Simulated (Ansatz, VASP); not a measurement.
# ScS4 in VASP and in Ansatz

```
Sc S
1.0
     5.23386    0.00000    0.00000
    -2.61693    4.53265    0.00000
     0.00000    0.00000    5.02706
Sc S
1 4
Direct
  0.00000 0.00000 0.00000
  0.50000 0.00000 0.00000
  0.00000 0.50000 0.00000
  0.50000 0.50000 0.00000
  0.00000 0.00000 0.50000
```

Alike in both runs: functional PBE; k mesh 6 × 6 × 2; occupations gaussian, width 0.1 eV; no spin polarisation.

Ansatz relaxed the structure, and its values are those at the end. VASP's run is a single point on that final structure, the one shown.

```csv
,VASP,Ansatz
version,VASP 6.6.1,Ansatz 0.2.0
potentials or method,"VASP PAW PBE potentials, release 64 (Sc_sv, S), cutoff 520 eV","scalar-relativistic, plane waves, PAW"
valence electrons in the cell,35,35
```

|  | VASP | Ansatz | Ansatz less VASP |
| --- | --- | --- | --- |
| gap on the k mesh at the Fermi level (eV) | none | none | - |
| pressure (GPa) | 0.1 | 0.0 | -0.06 |

A gap of «none» marks a metal or a gap that the smearing closes.

The k mesh is coarse, so the values compare programs but aren't converged.
